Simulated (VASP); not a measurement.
# HfSi (wurtzite type) (P6_3/mmc) in VASP: single point with PBEsol

Aim: the single point of HfSi (wurtzite type) with PBEsol.

Everything below comes from runs of VASP 6.6.1. Logs are shortened: lines on timing, memory, paths and dates and some standing lists are left out, and cuts for length are marked.

**1. The cell of the first run**

It takes space group P6_3/mmc (No. 194, hexagonal). The conventional cell has a = 3.571 Å, b = 3.571 Å, c = 4.358 Å, α = 90.00°, β = 90.00°, γ = 120.00°. Hf (site symmetry -6m2) has 5 Si at 2.06 to 2.18 Å within 2.7 Å. Within 2.7 Å of Si (site symmetry -6m2) lie 5 Hf at 2.06 to 2.18 Å.

**2. Single point, PBEsol**

INCAR

```
SYSTEM = HfSi
ALGO = Normal ; EDIFF = 1E-6
ENCUT = 500 ; GGA = PS
GGA_COMPAT = .FALSE. ; ISIF = 2
ISMEAR = -1 ; LASPH = .TRUE.
LCHARG = .FALSE. ; LREAL = .FALSE.
LWAVE = .FALSE. ; NBANDS = 22
NELM = 120 ; PREC = Accurate
SIGMA = 0.1
```

KPOINTS

```
k-points
0
G
  10 10 6
  0 0 0
```

POSCAR

```
HfSi
1.0
    3.5711226457      0.0000000000      0.0000000000
   -1.7855613228      3.0926829312      0.0000000000
    0.0000000000      0.0000000000      4.3576104972
Hf Si
2 2
Direct
    0.3333333333      0.6666666667     -0.0620011103
    0.6666666667      0.3333333333      0.4379988897
    0.3333333333      0.6666666667      0.4380011103
    0.6666666667      0.3333333333      0.9380011103
```

Potentials or basis: VASP PAW PBE potentials, release 64 (Hf_pv, Si).

Launch:

```sh
$ cat potpaw_PBE.64/Hf_pv/POTCAR potpaw_PBE.64/Si/POTCAR > POTCAR
$ mpirun -np 1 vasp_std > vasp.out
```

OUTCAR:

```text
SYSTEM = HfSi
   EDIFF = 1E-6
   ENCUT = 500
   GGA = PS
   ISIF = 2
   ISMEAR = -1
   LASPH = .TRUE.
   LREAL = .FALSE.
   NELM = 120
   PREC = Accurate

 ion  position               nearest neighbor table
   1  0.333  0.667  0.938-   4 2.06   4 2.06   4 2.06   3 2.18   3 2.18   2 3.00   2 3.00   2 3.00
                             2 3.00   2 3.00   2 3.00
   2  0.667  0.333  0.438-   3 2.06   3 2.06   3 2.06   4 2.18   4 2.18   1 3.00   1 3.00   1 3.00
                             1 3.00   1 3.00   1 3.00
   3  0.333  0.667  0.438-   2 2.06   2 2.06   2 2.06   1 2.18   1 2.18   4 3.00   4 3.00   4 3.00
                             4 3.00   4 3.00   4 3.00
   4  0.667  0.333  0.938-   1 2.06   1 2.06   1 2.06   2 2.18   2 2.18   3 3.00   3 3.00   3 3.00
                             3 3.00   3 3.00   3 3.00

  LATTYP: Found a hexagonal cell.
 ALAT       =     3.5711226457
 C/A-ratio  =     1.2202354636

  Lattice vectors:

 A1 = (   3.5711226457,   0.0000000000,   0.0000000000)
 A2 = (  -1.7855613228,   3.0926829312,   0.0000000000)
 A3 = (   0.0000000000,   0.0000000000,   4.3576104972)

Analysis of symmetry for initial positions (statically):
=====================================================================
 Subroutine PRICEL returns:
 Original cell was already a primitive cell.

 Routine SETGRP: Setting up the symmetry group for a
 hexagonal supercell.

 Subroutine GETGRP returns: Found 24 space group operations
 (whereof  6 operations were pure point group operations)
 out of a pool of 24 trial point group operations.

The static configuration has the point symmetry C_3v.
 The point group associated with its full space group is D_6h.

Analysis of symmetry for dynamics (positions and initial velocities):
=====================================================================
 Subroutine PRICEL returns:
 Original cell was already a primitive cell.

 Routine SETGRP: Setting up the symmetry group for a
 hexagonal supercell.

 Subroutine GETGRP returns: Found 24 space group operations
 (whereof  6 operations were pure point group operations)
 out of a pool of 24 trial point group operations.

The dynamic configuration has the point symmetry C_3v.
 The point group associated with its full space group is D_6h.

 Subroutine INISYM returns: Found 24 space group operations
 (whereof  6 operations are pure point group operations),
 and found     1 'primitive' translations

----------------------------------------------------------------------------------------

                                     Primitive cell

  volume of cell :      48.1270

  direct lattice vectors                    reciprocal lattice vectors
     3.571122646  0.000000000  0.000000000     0.280023987  0.161671924  0.000000000
    -1.785561323  3.092682931  0.000000000     0.000000000  0.323343848  0.000000000
     0.000000000  0.000000000  4.357610497     0.000000000  0.000000000  0.229483567

  length of vectors
     3.571122646  3.571122646  4.357610497     0.323343848  0.323343848  0.229483567

  position of ions in fractional coordinates (direct lattice)
     0.333333333  0.666666667  0.937998890
     0.666666667  0.333333333  0.437998890
     0.333333333  0.666666667  0.438001110
     0.666666667  0.333333333  0.938001110

  ion indices of the primitive-cell ions
   primitive index   ion index
                 1           1
                 2           2
                 3           3
                 4           4

----------------------------------------------------------------------------------------

 KPOINTS: k-points

Automatic generation of k-mesh.
 Grid dimensions read from file:
 generate k-points for:   10   10    6

 Generating k-lattice:

  Cartesian coordinates                     Fractional coordinates (reciprocal lattice)
     0.028002399  0.016167192  0.000000000     0.100000000  0.000000000  0.000000000
     0.000000000  0.032334385  0.000000000     0.000000000  0.100000000  0.000000000
     0.000000000  0.000000000  0.038247261     0.000000000  0.000000000  0.166666667

  Length of vectors
     0.032334385  0.032334385  0.038247261

  Shift w.r.t. Gamma in fractional coordinates (k-lattice)
     0.000000000  0.000000000  0.000000000

 Subroutine IBZKPT returns following result:
 ===========================================

 Found     56 irreducible k-points:

 Following reciprocal coordinates:
            Coordinates               Weight
  0.000000  0.000000  0.000000      1.000000
  0.100000 -0.000000  0.000000      6.000000
  0.200000 -0.000000  0.000000      6.000000
  0.300000 -0.000000  0.000000      6.000000
  0.400000  0.000000  0.000000      6.000000
  0.500000  0.000000  0.000000      3.000000
[... 16 lines left out ...]
  0.300000  0.100000  0.166667     24.000000
  0.400000  0.100000  0.166667     24.000000
 [... further k-points ...]
   k-points           NKPTS =     56   k-points in BZ     NKDIM =     56   number of bands    NBANDS=     22
   number of dos      NEDOS =    301   number of ions     NIONS =      4
   total plane-waves  NPLWV =  25088
   dimension x,y,z NGX =    28 NGY =   28 NGZ =   32
   dimension x,y,z NGXF=    56 NGYF=   56 NGZF=   64
   ions per type =               2   2
   NGX,Y,Z   is equivalent  to a cutoff of  13.03, 13.03, 12.21 a.u.
   NGXF,Y,Z  is equivalent  to a cutoff of  26.07, 26.07, 24.42 a.u.
 SYSTEM =  HfSi
   PREC   = accura    normal or accurate (medium, high low for compatibility)
   ISTART =      0    job   : 0-new  1-cont  2-samecut
   ICHARG =      2    charge: 1-file 2-atom 10-const
   ISPIN  =      1    spin polarized calculation?
   LNONCOLLINEAR =      F non collinear calculations
   LSORBIT =      F    spin-orbit coupling
   LASPH  =      T    aspherical Exc in radial PAW
   ENCUT  =  500.0 eV  36.75 Ry    6.06 a.u.   6.51  6.51  7.94*2*pi/ulx,y,z
   NELM   =    120;   NELMIN=  2; NELMDL= -5     # of ELM steps
   EDIFF  = 0.1E-05   stopping-criterion for ELM
   LREAL  =      F    real-space projection
   EDIFFG = 0.1E-04   stopping-criterion for IOM
   NSW    =      0    number of steps for IOM
   IBRION =     -1    ionic relax: 0-MD 1-quasi-New 2-CG
   NFREE  =      0    steps in history (QN), initial steepest desc. (CG)
   ISIF   =      2    stress and relaxation
   ISYM   =      2    0-nonsym 1-usesym 2-fastsym
   POTIM  = 0.5000    time-step for ionic-motion
   TEBEG  =    0.0;   TEEND  =   0.0 temperature during run
   PSTRESS=    0.0 pullay stress
   NELECT =      28.0000    total number of electrons
   NUPDOWN=      -1.0000    fix difference up-down
   EMIN   =  10.00;   EMAX   =-10.00  energy-range for DOS
   EFERMI =   0.00;   METHOD = LEGACY
   ISMEAR =    -1;   SIGMA  =   0.10  broadening in eV -4-tet -1-fermi 0-gaus
   EFERMI_NEDOS =   21; number of points for ismear=-14 and -15
   IALGO  =     38    algorithm
   IMIX   =      4    mixing-type and parameters
     AMIX     =   0.40;   BMIX     =  1.00
     AMIX_MAG =   1.60;   BMIX_MAG =  1.00
  volume/ion in A,a.u.               =      12.03        81.19
  Fermi-wavevector in a.u.,A,eV,Ry     =   1.366673  2.582638 25.412899  1.867795
  Thomas-Fermi vector in A             =   2.492793
   LORBIT       =      0    0 simple, 1 ext, 2 COOP (PROOUT), +10 PAW based schemes
   GGA     = PS    functional components
   LHFCALC =     F    Hartree Fock is set to
   AEXX    =    0.0000 exact exchange contribution
   IVDW    =     0    specifies the selected vdW correction
   LEPSILON=     F    determine dielectric tensor
   LRPA    =     F    only Hartree local field effects (RPA)
 non-spin polarized calculation
  energy-cutoff  :      500.00
  volume of cell :       48.13
 maximum number of plane-waves:      1263
 NGX is ok and might be reduce to    28
   NGX = 13   NGY = 13   NGZ = 15

 number of electron      28.0000001 magnetization

 Free energy of the ion-electron system (eV)
  ---------------------------------------------------
  ext. energy  EPLUGINS =         0.00000000
  ---------------------------------------------------
  free energy    TOTEN  =       -16.18240740 eV

  energy without entropy =      -16.14558905  energy(sigma->0) =      -16.16399823

 E-fermi :   9.3869     XC(G=0): -13.0267

 val. band max:        9.3568179236   @ k =   0.3000  -0.0000   0.1667
 cond. band min:       9.3885940336   @ k =   0.2000   0.2000   0.0000
 fundamental gap:      0.0317761100
 Fermi energy:         9.3869327131

 k-point     1 :       0.0000    0.0000    0.0000
  band No.  band energies     occupation
      1     -20.1215      2.00000
      2     -19.8392      2.00000
      3     -19.8392      2.00000
      4     -19.3627      2.00000
      5     -19.3627      2.00000
      6     -18.6954      2.00000
[... 14 lines left out ...]
     21      18.2811      0.00000
     22      22.0248      0.00000

 k-point     2 :       0.1000   -0.0000    0.0000
  band No.  band energies     occupation
      1     -20.0901      2.00000
      2     -19.8659      2.00000
      3     -19.8562      2.00000
      4     -19.4052      2.00000
      5     -19.3585      2.00000
      6     -18.7259      2.00000
[... 14 lines left out ...]
     21      18.3582      0.00000
     22      20.5007      0.00000

 k-point     3 :       0.2000   -0.0000    0.0000
  band No.  band energies     occupation
      1     -20.0001      2.00000
      2     -19.9364      2.00000
      3     -19.8987      2.00000
      4     -19.5129      2.00000
      5     -19.3495      2.00000
      6     -18.8133      2.00000
[... 14 lines left out ...]
     21      17.8389      0.00000
     22      18.6806      0.00000
[... 476 lines left out ...]
 k-point    23 :       0.3000    0.1000    0.1667
  band No.  band energies     occupation
      1     -20.1725      2.00000
      2     -19.9746      2.00000
      3     -19.8206      2.00000
      4     -19.5658      2.00000
      5     -19.3971      2.00000
      6     -18.9891      2.00000
[... 14 lines left out ...]
     21      17.6507      0.00000
     22      18.3292      0.00000

 k-point    24 :       0.4000    0.1000    0.1667
  band No.  band energies     occupation
      1     -20.2106      2.00000
      2     -19.9852      2.00000
      3     -19.9129      2.00000
      4     -19.4671      2.00000
      5     -19.3994      2.00000
      6     -19.0740      2.00000
[... 14 lines left out ...]
     21      17.3445      0.00000
     22      17.9422      0.00000

 [... further k-points ...]
[... 5 lines left out ...]
  --------------------------------------------------------------------------------------
  -------------------------------------------------------------------------------------
  Total       58.4795993     58.4795993     59.1137921      0.0000000      0.0000000      0.0000000
  in kB     1946.8226891   1946.8226891   1967.9353679      0.0000000      0.0000000      0.0000000
  external PRESSURE =    1953.8602487 kB  Pullay stress =       0.0000000 kB

 VOLUME and BASIS-vectors are now :
 -----------------------------------------------------------------------------
  energy-cutoff  :      500.00
  volume of cell :       48.13
      direct lattice vectors                 reciprocal lattice vectors
     3.571122646  0.000000000  0.000000000     0.280023987  0.161671924  0.000000000
    -1.785561323  3.092682931  0.000000000     0.000000000  0.323343848  0.000000000
     0.000000000  0.000000000  4.357610497     0.000000000  0.000000000  0.229483567

 POSITION                                       TOTAL-FORCE (eV/Angst)
 -----------------------------------------------------------------------------------
     -0.00000      2.06179      4.08743        -0.000000     -0.000000      0.000000
      1.78556      1.03089      1.90863         0.000000      0.000000     -0.000000
     -0.00000      2.06179      1.90864         0.000000      0.000000     -0.000000
      1.78556      1.03089      4.08744        -0.000000     -0.000000     -0.000000
 -----------------------------------------------------------------------------------
    total drift:                               -0.000000      0.000000      0.001011

  FREE ENERGIE OF THE ION-ELECTRON SYSTEM (eV)
  ---------------------------------------------------
  free  energy   TOTEN  =       -16.1824074005 eV

  energy  without entropy=      -16.1455890496  energy(sigma->0) =      -16.16399823
```

Wall time 95 s (1 thread of Intel Xeon Platinum 8488C (Sapphire Rapids), shared host); peak memory 0.19 GiB.

What came out:

* Free energy: -16.1824 eV
* Pressure: 195.4 GPa
* Band gap on the k mesh: zero (band 14 reaches 10.12 eV, above the bottom of band 15 at 8.76 eV)

Stress tensor (GPa, compression positive):
```
194.68   0.00   0.00
  0.00 194.68   0.00
  0.00   0.00 196.79
```

Caveat: the PAW data sets were made with another functional, which shifts forces and pressure a little; spin-orbit coupling is left out, which moves the levels of the heavy elements.
